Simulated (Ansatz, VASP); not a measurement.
Two plane-wave programs on Ag

```
Ag
1.0
     0.00000    2.22441    2.22441
     2.22441    0.00000    2.22441
     2.22441    2.22441    0.00000
Ag
2
Direct
  0.87500 0.87500 0.87500
  0.12500 0.12500 0.12500
```

Change from the starting cell: volume scaled by 0.4, PAW files.

Alike in both runs: task single point; functional PBEsol; k mesh 13 × 13 × 13; occupations fermi-dirac, width 0.08 eV; no spin polarisation.

|  | VASP | Ansatz |
| --- | --- | --- |
| version | VASP 6.6.1 | Ansatz 0.2.0 |
| potentials or method | VASP PAW PBE potentials, release 64 (Ag_sv_GW) | PAW with Ansatz's default frozen-core files, scalar-relativistic |
| plane-wave cutoff (eV) | 630 | 420 |
| valence electrons in the cell | 38 | 38 |

```tsv
	VASP	Ansatz	Ansatz less VASP
pressure (GPa)	446.6	444.7	-1.85
```

VASP's potentials were made for PBE, not for PBEsol. Both programs put the cell under a high pressure, so it lies far from rest at this level. The functional is the same, so the differences come from potentials, cutoffs and numerics.

Noted on VASP's run: the cell as given lies far from equilibrium.
